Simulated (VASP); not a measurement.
A run of VASP 6.6.1:

The input INCAR:

```
PREC = Accurate
ENCUT = 520
EDIFF = 1E-7
ISMEAR = -1
SIGMA = 0.1342
LREAL = F
LASPH = T
NELM = 80
ALGO = Normal
ISIF = 2
LWAVE = F
LCHARG = F
GGA = PE
NBANDS = 19
```

File KPOINTS:

```
regular mesh
0
Gamma
  8 8 4
```

The input POSCAR:

```
Zn
1.0
    1.2440980000      2.1548410000      0.0000000000
   -1.2440980000      2.1548410000      0.0000000000
    0.0000000000      0.0000000000      4.6924320000
Zn
2
Direct
    0.3333300000      0.3333400000      0.2500000000
    0.6666600000      0.6666700000      0.7500000000
```

Potentials or basis: VASP PAW PBE potentials, release 64 (Zn).

The run is started by

```bash
$ cat potpaw_PBE.64/Zn/POTCAR > POTCAR
$ mpirun -np 1 vasp_std > vasp.out
```

Hardware: 1 thread of Intel Xeon 8259CL (shared host).

Problem. Estimate the wall time of this run.

Solution. Wall time 36 s on 1 thread of Intel Xeon 8259CL, on a shared host, peak memory 0.15 GiB. Counts: scf iterations 13, k points 63.
